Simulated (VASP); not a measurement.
Here is a VASP 6.6.1 calculation.

File INCAR:

```
ALGO = Normal
EDIFF = 1E-6
ENCUT = 520
GGA = PS
ISIF = 2
ISMEAR = 0
ISPIN = 2
LASPH = T
LCHARG = F
LDAU = T
LDAUJ = 0 0
LDAUL = 3 -1
LDAUPRINT = 1
LDAUTYPE = 2
LDAUU = 6 0
LMAXMIX = 6
LORBIT = 11
LREAL = F
LWAVE = F
MAGMOM = 1.16 0
NBANDS = 26
NELM = 150
PREC = Accurate
SIGMA = 0.05
```

KPOINTS

```
k-points
0
Gamma
  6 6 6
```

The input POSCAR:

```
YbN
1.0
    2.9096680100      0.0000000000      0.0000000000
    0.0000000000      2.9096680100      0.0000000000
    0.0000000000      0.0000000000      2.9096680100
Yb N
1 1
Direct
    0.0000000000      0.0000000000      0.0000000000
    0.5000000000      0.5000000000      0.5000000000
```

Potentials or basis: VASP PAW PBE potentials, release 64 (Yb, N).

Command:

```bash
$ cat potpaw_PBE.64/Yb/POTCAR potpaw_PBE.64/N/POTCAR > POTCAR
$ mpirun -np 1 vasp_std > vasp.out
```

Task: Predict the band gap on the k mesh.

Result: Zero (filled and empty bands overlap).

Task: Estimate the site moments.

Result: Yb +0.67; N +0.22 μB.

Task: What does it give for the pressure?

Result: -2.2 GPa.

Task: What does it give for the net moment?

Result: 0.97 μB per cell.

Eigenvalues of the final occupation matrices:
```tsv
site	spin	trace	eigenvalues
site 1 f	1	7.03	1.00 1.00 1.00 1.00 1.00 1.00 1.02
site 1 f	2	6.36	0.36 1.00 1.00 1.00 1.00 1.00 1.00
```

Caveat: the PAW data sets were made with another functional, which shifts forces and pressure a little; spin-orbit coupling is left out, which moves the levels of the heavy elements. The state reached can hang on the start; a lower one may exist.
